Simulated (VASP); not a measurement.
# TaN (P-6m2) in VASP: a series of runs

Runs on TaN. Level: PBEsol. Tasks: single point.

Program: VASP 6.6.1. These are calculated values, not measurements. Logs are shortened: lines on timing, memory, paths and dates and some standing lists are left out, and cuts for length are marked.

### 1 The cell of the first run

The structure is hexagonal, space group P-6m2 (No. 187). Conventional cell: a = 2.887 Å, b = 2.887 Å, c = 2.727 Å, α = 90.00°, β = 90.00°, γ = 120.00°. Within 2.8 Å of Ta (site symmetry -6m2) lie 6 N at 2.15 Å and 2 Ta at 2.73 Å. Within 2.8 Å of N (site symmetry -6m2) lie 6 Ta at 2.15 Å and 2 N at 2.73 Å.

### 2 Single point, PBEsol

Input file INCAR:

```
SYSTEM = TaN
PREC = Accurate
ENCUT = 520
EDIFF = 1E-7
ISMEAR = 0
SIGMA = 0.15
LREAL = .FALSE.
LASPH = .TRUE.
NELM = 60
ALGO = Normal
ISIF = 2
LWAVE = .FALSE.
LCHARG = .FALSE.
GGA = PS
NBANDS = 15
```

Input file KPOINTS:

```
regular mesh
0
G
  18 18 16
  0 0 0
```

Input file POSCAR:

```
TaN
1.0
    2.8875000000      0.0000000000      0.0000000000
   -1.4437500000      2.5006483534      0.0000000000
    0.0000000000      0.0000000000      2.7272000000
Ta N
1 1
Direct
    0.3333333333      0.6666666667      0.5000000000
    0.0000000000      0.0000000000      0.0000000000
```

Potentials or basis: VASP PAW PBE potentials, release 64 (Ta_pv, N).

Started as:

```sh
$ cat potpaw_PBE.64/Ta_pv/POTCAR potpaw_PBE.64/N/POTCAR > POTCAR
$ mpirun -np 1 vasp_std > vasp.out
```

OUTCAR:

```text
SYSTEM = TaN
   PREC = Accurate
   ENCUT = 520
   EDIFF = 1E-7
   ISMEAR = 0
   LREAL = .FALSE.
   LASPH = .TRUE.
   NELM = 60
   ISIF = 2
   GGA = PS

 ion  position               nearest neighbor table
   1  0.333  0.667  0.500-   2 2.15   2 2.15   2 2.15   2 2.15   2 2.15   2 2.15
   2  0.000  0.000  0.000-   1 2.15   1 2.15   1 2.15   1 2.15   1 2.15   1 2.15

  LATTYP: Found a hexagonal cell.
 ALAT       =     2.8875000000
 C/A-ratio  =     0.9444848485

  Lattice vectors:

 A1 = (   2.8875000000,   0.0000000000,   0.0000000000)
 A2 = (  -1.4437500000,   2.5006483534,   0.0000000000)
 A3 = (   0.0000000000,   0.0000000000,   2.7272000000)

Analysis of symmetry for initial positions (statically):
=====================================================================
 Subroutine PRICEL returns:
 Original cell was already a primitive cell.

 Routine SETGRP: Setting up the symmetry group for a
 hexagonal supercell.

 Subroutine GETGRP returns: Found 12 space group operations
 (whereof 12 operations were pure point group operations)
 out of a pool of 24 trial point group operations.

The static configuration has the point symmetry D_3h.

Analysis of symmetry for dynamics (positions and initial velocities):
=====================================================================
 Subroutine PRICEL returns:
 Original cell was already a primitive cell.

 Routine SETGRP: Setting up the symmetry group for a
 hexagonal supercell.

 Subroutine GETGRP returns: Found 12 space group operations
 (whereof 12 operations were pure point group operations)
 out of a pool of 24 trial point group operations.

The dynamic configuration has the point symmetry D_3h.

 Subroutine INISYM returns: Found 12 space group operations
 (whereof 12 operations are pure point group operations),
 and found     1 'primitive' translations

----------------------------------------------------------------------------------------

                                     Primitive cell

  volume of cell :      19.6921

  direct lattice vectors                    reciprocal lattice vectors
     2.887500000  0.000000000  0.000000000     0.346320346  0.199948145  0.000000000
    -1.443750000  2.500648353  0.000000000     0.000000000  0.399896290  0.000000000
     0.000000000  0.000000000  2.727200000     0.000000000  0.000000000  0.366676445

  length of vectors
     2.887500000  2.887500000  2.727200000     0.399896290  0.399896290  0.366676445
[... 85 lines left out ...]
   IBRION =     -1    ionic relax: 0-MD 1-quasi-New 2-CG
   NFREE  =      0    steps in history (QN), initial steepest desc. (CG)
   ISIF   =      2    stress and relaxation
   ISYM   =      2    0-nonsym 1-usesym 2-fastsym
   POTIM  = 0.5000    time-step for ionic-motion
   TEBEG  =    0.0;   TEEND  =   0.0 temperature during run
   PSTRESS=    0.0 pullay stress
   NELECT =      16.0000    total number of electrons
   NUPDOWN=      -1.0000    fix difference up-down
   EMIN   =  10.00;   EMAX   =-10.00  energy-range for DOS
   EFERMI =   0.00;   METHOD = LEGACY
   ISMEAR =     0;   SIGMA  =   0.15  broadening in eV -4-tet -1-fermi 0-gaus
   EFERMI_NEDOS =   21; number of points for ismear=-14 and -15
   IALGO  =     38    algorithm
   IMIX   =      4    mixing-type and parameters
     AMIX     =   0.40;   BMIX     =  1.00
     AMIX_MAG =   1.60;   BMIX_MAG =  1.00
  volume/ion in A,a.u.               =       9.85        66.44
  Fermi-wavevector in a.u.,A,eV,Ry     =   1.527628  2.886798 31.751201  2.333647
  Thomas-Fermi vector in A             =   2.635498
   LORBIT       =      0    0 simple, 1 ext, 2 COOP (PROOUT), +10 PAW based schemes
   GGA     = PS    functional components
   LHFCALC =     F    Hartree Fock is set to
   AEXX    =    0.0000 exact exchange contribution
   IVDW    =     0    specifies the selected vdW correction
   LEPSILON=     F    determine dielectric tensor
   LRPA    =     F    only Hartree local field effects (RPA)
 non-spin polarized calculation
 Gauss-broadening in eV      SIGMA  =   0.15
  energy-cutoff  :      520.00
  volume of cell :       19.69
 maximum number of plane-waves:       550
 NGX is ok and might be reduce to    24
   NGX = 11   NGY = 11   NGZ = 11

 number of electron      16.0000003 magnetization

 Free energy of the ion-electron system (eV)
  ---------------------------------------------------
  ext. energy  EPLUGINS =         0.00000000
  ---------------------------------------------------
  free energy    TOTEN  =       -23.58399246 eV

  energy without entropy =      -23.58274006  energy(sigma->0) =      -23.58336626

 E-fermi :   9.0705     XC(G=0): -13.9968

 val. band max:        9.0698049857   @ k =   0.5000   0.0000   0.5000
 cond. band min:       9.0906117631   @ k =   0.0556  -0.0000   0.4375
 fundamental gap:      0.0208067774
 Fermi energy:         9.0705128157

 k-point     1 :       0.0000    0.0000    0.0000
  band No.  band energies     occupation
      1     -25.3133      2.00000
      2     -25.1908      2.00000
      3     -25.1908      2.00000
      4      -9.4005      2.00000
      5       3.7712      2.00000
      6       3.7712      2.00000
      7       4.4590      2.00000
      8       6.3283      2.00000
      9      11.6435      0.00000
     10      13.3442      0.00000
     11      13.3442      0.00000
     12      13.7009      0.00000
     13      13.7009      0.00000
     14      22.6829      0.00000
[... 401 lines left out ...]
      2     -25.5730      2.00000
      3     -25.1361      2.00000
      4      -6.7725      2.00000
      5       0.4076      2.00000
      6       3.8590      2.00000
      7       4.4135      2.00000
      8       6.4574      2.00000
      9      11.9170      0.00000
     10      12.2614      0.00000
     11      14.0985      0.00000
     12      15.9601      0.00000
     13      18.7010      0.00000
     14      22.2439      0.00000
     15      22.8845      0.00000

 [... further k-points ...]
[... 5 lines left out ...]
  --------------------------------------------------------------------------------------
  -------------------------------------------------------------------------------------
  Total        3.0008118      3.0008118      7.2158956      0.0000000      0.0000000      0.0000000
  in kB      244.1505691    244.1505691    587.0961288      0.0000000      0.0000000      0.0000000
  external PRESSURE =     358.4657557 kB  Pullay stress =       0.0000000 kB

 VOLUME and BASIS-vectors are now :
 -----------------------------------------------------------------------------
  energy-cutoff  :      520.00
  volume of cell :       19.69
      direct lattice vectors                 reciprocal lattice vectors
     2.887500000  0.000000000  0.000000000     0.346320346  0.199948145  0.000000000
    -1.443750000  2.500648353  0.000000000     0.000000000  0.399896290  0.000000000
     0.000000000  0.000000000  2.727200000     0.000000000  0.000000000  0.366676445

 POSITION                                       TOTAL-FORCE (eV/Angst)
 -----------------------------------------------------------------------------------
     -0.00000      1.66710      1.36360         0.000000      0.000000      0.000000
      0.00000      0.00000      0.00000        -0.000000      0.000000      0.000000
 -----------------------------------------------------------------------------------
    total drift:                                0.000000     -0.000000     -0.000000

  FREE ENERGIE OF THE ION-ELECTRON SYSTEM (eV)
  ---------------------------------------------------
  free  energy   TOTEN  =       -23.5839924594 eV

  energy  without entropy=      -23.5827400572  energy(sigma->0) =      -23.58336626
```

OSZICAR:

```text
N       E                     dE             d eps       ncg     rms          rms(c)
DAV:   1     0.926516132112E+02    0.92652E+02   -0.88351E+03  9990   0.115E+03
DAV:   2    -0.230354457955E+02   -0.11569E+03   -0.10895E+03 11929   0.313E+02
DAV:   3    -0.258614248755E+02   -0.28260E+01   -0.28139E+01 11698   0.457E+01
DAV:   4    -0.258716765873E+02   -0.10252E-01   -0.10249E-01 12762   0.300E+00
DAV:   5    -0.258717271597E+02   -0.50572E-04   -0.50569E-04 11789   0.196E-01    0.289E+01
DAV:   6    -0.236477051490E+02    0.22240E+01   -0.33587E+00 12849   0.225E+01    0.127E+01
DAV:   7    -0.236150732319E+02    0.32632E-01   -0.55304E-01 10424   0.558E+00    0.818E+00
DAV:   8    -0.235911390576E+02    0.23934E-01   -0.99191E-02 12349   0.261E+00    0.170E+00
DAV:   9    -0.235840362355E+02    0.71028E-02   -0.12940E-02 11299   0.951E-01    0.149E-01
DAV:  10    -0.235840697216E+02   -0.33486E-04   -0.10275E-03 11985   0.375E-01    0.868E-02
DAV:  11    -0.235839921975E+02    0.77524E-04   -0.12505E-04 11789   0.118E-01    0.123E-02
DAV:  12    -0.235839925182E+02   -0.32070E-06   -0.13024E-05 10515   0.350E-02    0.699E-03
DAV:  13    -0.235839924594E+02    0.58759E-07   -0.10140E-07  9510   0.272E-03
   1 F= -.23583992E+02 E0= -.23583366E+02  d E =-.125240E-02
```

It took 24 s on 1 thread of Intel Xeon 6975P-C (Granite Rapids), shared host; peak memory 0.21 GiB.

What came out:

| Property | Result |
| --- | --- |
| Free energy | -23.5840 eV |
| Pressure | 35.8 GPa |
| Band gap on the k mesh | zero (band 8 reaches 9.33 eV, above the bottom of band 9 at 8.98 eV) |

Caveat: the PAW data sets were made with another functional, which shifts forces and pressure a little; spin-orbit coupling is left out, which moves the levels of the heavy elements.

### 3 Single point, PBEsol

This run uses another cell than the first one, of 9.98 Å³/atom, 1.013 times its volume.

Input file INCAR:

```
PREC = Accurate ; ENCUT = 520
EDIFF = 1E-7 ; ISMEAR = 0
SIGMA = 0.15 ; LREAL = F
LASPH = T ; NELM = 60
ALGO = Normal ; ISIF = 2
LWAVE = F ; LCHARG = F
GGA = PS ; NBANDS = 15
```

Input file KPOINTS:

```
regular mesh
0
Gamma
  18 18 16
```

Input file POSCAR:

```
TaN
1.0
    2.8509000000      0.0000000000      0.0000000000
   -1.4254500000      2.4689518237      0.0000000000
    0.0000000000      0.0000000000      2.8349000000
Ta N
1 1
Direct
    0.3333333333      0.6666666667      0.5000000000
    0.0000000000      0.0000000000      0.0000000000
```

Potentials or basis: VASP PAW PBE potentials, release 64 (Ta_pv, N).

Started as:

```sh
$ cat potpaw_PBE.64/Ta_pv/POTCAR potpaw_PBE.64/N/POTCAR > POTCAR
$ mpirun -np 1 vasp_std > vasp.out
```

Wall time 27 s (1 thread of Intel Xeon 6975P-C (Granite Rapids), shared host); peak memory 0.22 GiB.

Results (log left out):

```
Free energy            : -23.6938 eV
Pressure               : 27.1 GPa
Band gap on the k mesh : zero (band 8 reaches 9.27 eV, above the bottom of band 9 at 8.77 eV)
```

Stress tensor (GPa, compression positive):
```
29.17  0.00  0.00
 0.00 29.17  0.00
 0.00  0.00 23.08
```

Levels at points of the mesh, in eV from the Fermi level:
```tsv
k point	band 6	band 7	band 8	band 9	band 10	band 11
(0.00, 0.00, 0.00)	-4.75	-4.58	-3.02	2.98	3.94	3.94
(0.50, 0.00, 0.00)	-5.66	-3.79	-3.17	3.29	4.70	5.64
(0.00, 0.00, 0.50)	-3.85	-3.85	-0.09	-0.09	2.52	3.69
(0.50, 0.00, 0.50)	-6.46	-6.00	-0.16	4.78	6.13	6.72
```

Caveat: the PAW data sets were made with another functional, which shifts forces and pressure a little; spin-orbit coupling is left out, which moves the levels of the heavy elements.
